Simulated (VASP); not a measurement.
# PbS (P1) in VASP: single point with PBE+D3(BJ)

Aim: the single point of PbS with PBE+D3(BJ).

Everything below comes from runs of VASP 6.6.1. Logs are shortened: lines on timing, memory, paths and dates and some standing lists are left out, and cuts for length are marked.

### 1 The cell of the first run

The typed cell holds 16 atoms: a = 8.497 Å, b = 8.497 Å, c = 8.497 Å, α = 60.00°, β = 60.00°, γ = 60.00°.

### 2 Single point, PBE+D3(BJ)

The input, INCAR:

```
PREC = Accurate
ENCUT = 520
EDIFF = 1E-6
ISMEAR = -1
SIGMA = 0.1034
LREAL = Auto
LASPH = True
NELM = 80
ALGO = Normal
ISIF = 2
LWAVE = False
LCHARG = True
GGA = PE
IVDW = 12
LELF = True
LVHAR = True
NBANDS = 94
```

The input, KPOINTS:

```
Automatic mesh
0
Gamma
  2 2 2
  0.5 0.5 0.5
```

The input, POSCAR:

```
PbS
1.0
    6.0080352647      0.0000000000      6.0080352647
    6.0080352647      6.0080352647      0.0000000000
    0.0000000000      6.0080352647      6.0080352647
Pb S
8 8
Direct
    0.0028904624      0.0145118988      0.0114663109
    0.0032663756      0.5024040917     -0.0248927467
    0.5101132675     -0.0216404356      0.0131696131
    0.4916530729      0.5033159538     -0.0073378398
   -0.0025033974      0.0161933970      0.4714502121
    0.0007102155      0.4873779648      0.5176798842
    0.4919553348     -0.0227313912      0.5001348806
    0.5027341497      0.5151828116      0.5199467650
    0.2369486758      0.2491972723      0.2751200563
    0.2481962795      0.7317347196      0.2681342451
    0.7593019680      0.2868561725      0.2376495705
    0.7837761918      0.7714248995      0.2153902138
    0.2682800498      0.2429090269      0.7240966153
    0.2627400524      0.7740915782      0.7189311164
    0.7169044971      0.2494886321      0.7665346985
    0.7185574501      0.7291046585      0.7836920545
```

Potentials or basis: VASP PAW PBE potentials, release 64 (Pb_d, S).

The run is started by

```sh
$ cat potpaw_PBE.64/Pb_d/POTCAR potpaw_PBE.64/S/POTCAR > POTCAR
$ mpirun -np 1 vasp_std > vasp.out
```

OUTCAR:

```text
PREC = Accurate
   ENCUT = 520
   EDIFF = 1E-6
   ISMEAR = -1
   LREAL = Auto
   LASPH = True
   NELM = 80
   ISIF = 2
   GGA = PE
   IVDW = 12
 IVDW          = 12

 ion  position               nearest neighbor table
   1  0.003  0.015  0.011-  12 2.79  13 2.99  11 3.00  10 3.03  15 3.21  14 3.21   5 3.89   2 4.00
                             6 4.11
   2  0.003  0.502  0.975-  11 2.78  16 2.89  13 3.07  12 3.08  14 3.19   9 3.22   6 3.96   1 4.00
                             8 4.08   3 4.13
   3  0.510  0.978  0.013-  15 2.89  12 2.89  16 2.89  10 3.06  13 3.20   9 3.20   7 4.06   2 4.13
                             8 4.13   5 4.14
   4  0.492  0.503  0.993-  16 2.72  15 2.89  14 3.03  10 3.03   9 3.07  11 3.10   8 3.92   7 4.11
[... 7 lines left out ...]
   8  0.503  0.515  0.520-  14 2.76  15 2.79  10 3.06  11 3.08  13 3.08  12 3.24   7 3.80   4 3.92
                             2 4.08   6 4.11   3 4.13
   9  0.237  0.249  0.275-   5 2.86   6 2.89   7 2.90   4 3.07   3 3.20   2 3.22
  10  0.248  0.732  0.268-   5 2.95   6 2.96   1 3.03   4 3.03   3 3.06   8 3.06
  11  0.759  0.287  0.238-   2 2.78   5 2.85   1 3.00   8 3.08   4 3.10
  12  0.784  0.771  0.215-   1 2.79   3 2.89   7 2.99   2 3.08   6 3.15   8 3.24
  13  0.268  0.243  0.724-   6 2.86   7 2.95   1 2.99   2 3.07   8 3.08   3 3.20
  14  0.263  0.774  0.719-   7 2.60   8 2.76   4 3.03   5 3.08   2 3.19   1 3.21
  15  0.717  0.249  0.767-   8 2.79   3 2.89   4 2.89   6 3.14   5 3.19   1 3.21
  16  0.719  0.729  0.784-   4 2.72   3 2.89   2 2.89   6 3.06   7 3.08   5 3.41

  LATTYP: Found a face centered cubic cell.
 ALAT       =    12.0160705294

  Lattice vectors:

 A1 = (   6.0080352647,   0.0000000000,   6.0080352647)
 A2 = (   6.0080352647,   6.0080352647,   0.0000000000)
 A3 = (   0.0000000000,   6.0080352647,   6.0080352647)

Analysis of symmetry for initial positions (statically):
=====================================================================
 Subroutine PRICEL returns:
 Original cell was already a primitive cell.

 Routine SETGRP: Setting up the symmetry group for a
 face centered cubic supercell.

 Subroutine GETGRP returns: Found  1 space group operations
 (whereof  1 operations were pure point group operations)
 out of a pool of 48 trial point group operations.

The static configuration has the point symmetry C_1 .

Analysis of symmetry for dynamics (positions and initial velocities):
=====================================================================
 Subroutine PRICEL returns:
 Original cell was already a primitive cell.

 Routine SETGRP: Setting up the symmetry group for a
 face centered cubic supercell.

 Subroutine GETGRP returns: Found  1 space group operations
 (whereof  1 operations were pure point group operations)
 out of a pool of 48 trial point group operations.
[... 129 lines left out ...]
   TEBEG  =    0.0;   TEEND  =   0.0 temperature during run
   PSTRESS=    0.0 pullay stress
   NELECT =     160.0000    total number of electrons
   NUPDOWN=      -1.0000    fix difference up-down
   EMIN   =  10.00;   EMAX   =-10.00  energy-range for DOS
   EFERMI =   0.00;   METHOD = LEGACY
   ISMEAR =    -1;   SIGMA  =   0.10  broadening in eV -4-tet -1-fermi 0-gaus
   EFERMI_NEDOS =   21; number of points for ismear=-14 and -15
   IALGO  =     38    algorithm
   IMIX   =      4    mixing-type and parameters
     AMIX     =   0.40;   BMIX     =  1.00
     AMIX_MAG =   1.60;   BMIX_MAG =  1.00
  volume/ion in A,a.u.               =      27.11       182.94
  Fermi-wavevector in a.u.,A,eV,Ry     =   1.174102  2.218730 18.755830  1.378515
  Thomas-Fermi vector in A             =   2.310504
   LORBIT       =      0    0 simple, 1 ext, 2 COOP (PROOUT), +10 PAW based schemes
   GGA     = PE    functional components
   LHFCALC =     F    Hartree Fock is set to
   AEXX    =    0.0000 exact exchange contribution
   IVDW    =    12    specifies the selected vdW correction
   LEPSILON=     F    determine dielectric tensor
   LRPA    =     F    only Hartree local field effects (RPA)
 non-spin polarized calculation
  energy-cutoff  :      520.00
  volume of cell :      433.74
 maximum number of plane-waves:     11689
   NGX = 31   NGY = 31   NGZ = 31

 number of electron     160.0000002 magnetization

 Free energy of the ion-electron system (eV)
  ---------------------------------------------------
  ext. energy  EPLUGINS =         0.00000000
  ---------------------------------------------------
  free energy    TOTEN  =       -69.44300091 eV

  energy without entropy =      -69.44176240  energy(sigma->0) =      -69.44238166

 E-fermi :   5.6038     XC(G=0):  -9.4843

 val. band max:        4.8558100028   @ k =   0.0000   0.0000  -0.2500
 cond. band min:       6.2860517515   @ k =   0.0000   0.0000  -0.2500
 fundamental gap:      1.4302417487
 Fermi energy:         5.6037920734

 k-point     1 :       0.2500    0.2500    0.2500
  band No.  band energies     occupation
      1     -11.5793      2.00000
      2     -11.5580      2.00000
      3     -11.5463      2.00000
      4     -11.5231      2.00000
      5     -11.5122      2.00000
      6     -11.5002      2.00000
[... 1509 lines left out ...]
     91       8.5296      0.00000
     92       8.6003      0.00000
 [bands above 92 left out]

------------------------ aborting loop because EDIFF is reached ----------------------------------------

 Edisp (eV)   -5.34393

 E8    (eV) :    -2.4092

  FORCE on cell =-STRESS in cart. coord.  units (eV):
  Direction    XX          YY          ZZ          XY          YZ          ZX
  --------------------------------------------------------------------------------------
  -------------------------------------------------------------------------------------
  Total       0.50583    -3.51306    -3.37161    -0.06274     0.66783    -0.57836
  in kB       1.86848   -12.97685   -12.45435    -0.23175     2.46690    -2.13639
  external pressure =       -7.85 kB  Pullay stress =        0.00 kB

 VOLUME and BASIS-vectors are now :
 -----------------------------------------------------------------------------
  energy-cutoff  :      520.00
  volume of cell :      433.74
      direct lattice vectors                 reciprocal lattice vectors
     6.008035265  0.000000000  6.008035265     0.083221882 -0.083221882  0.083221882
     6.008035265  6.008035265  0.000000000     0.083221882  0.083221882 -0.083221882
     0.000000000  6.008035265  6.008035265    -0.083221882  0.083221882  0.083221882

 POSITION                                       TOTAL-FORCE (eV/Angst)
 -----------------------------------------------------------------------------------
      0.10455      0.15608      0.08626        -0.001538     -0.053700     -0.020883
      3.03809      8.87694      5.87810        -0.045328      0.260086      0.197776
      8.94280      5.95714      3.14390         0.058014      0.029144     -0.143551
      5.97781      8.98789      8.91782        -0.398376      0.232670      0.227883
      6.09029      2.92978      8.82548        -0.045153      0.212186      0.159161
      2.93245      6.03842      3.11451         0.181101     -0.251218     -0.096279
[... 8 lines left out ...]
      5.80612      6.10430      8.91256         0.331305     -0.197883      0.463608
      8.69760      9.08894      9.02557         0.812896     -0.053963      0.052741
 -----------------------------------------------------------------------------------
    total drift:                               -0.011111     -0.011539     -0.001459

  FREE ENERGIE OF THE ION-ELECTRON SYSTEM (eV)
  ---------------------------------------------------
  free  energy   TOTEN  =       -74.7869332281 eV

  energy  without entropy=      -74.7856947196  energy(sigma->0) =      -74.78631397
```

It took 24 min on 1 thread of AMD EPYC 7R43 (Zen 3), shared host; peak memory 0.73 GiB.

Results:

* Free energy: -74.7869 eV
* Pressure: -0.8 GPa
* Largest force: 1.241 eV/Å
* Band gap on the k mesh: 1.43 eV
* Dispersion energy per atom: -0.334 eV

Forces on the atoms (eV/Å):
```
Pb  -0.002 -0.054 -0.021
Pb  -0.045  0.260  0.198
Pb   0.058  0.029 -0.144
Pb  -0.398  0.233  0.228
Pb  -0.045  0.212  0.159
Pb   0.181 -0.251 -0.096
Pb   1.201  0.312  0.018
Pb  -0.272 -0.829 -0.358
S   -0.286 -0.311 -0.276
S    0.062  0.282 -0.439
S   -0.201 -0.488 -0.062
S   -0.738 -0.116 -0.036
S    0.266  0.484  0.133
S   -0.924  0.489  0.180
S    0.331 -0.198  0.464
S    0.813 -0.054  0.053
```

Levels at points of the mesh, in eV from the valence-band top:
```csv
k point,band 78,band 79,band 80,band 81,band 82,band 83
"(0.25, 0.25, 0.25)",-0.42,-0.34,-0.08,1.54,1.59,1.86
```

Caveat: the atoms stand as in a frame of molecular dynamics; spin-orbit coupling is left out, which moves the levels of the heavy elements; a shifted mesh leaves out Γ, where band edges can lie; forces of over 1 eV/Å act on the atoms, so gaps and moduli don't describe the material at rest. A k mesh can miss the band edges.
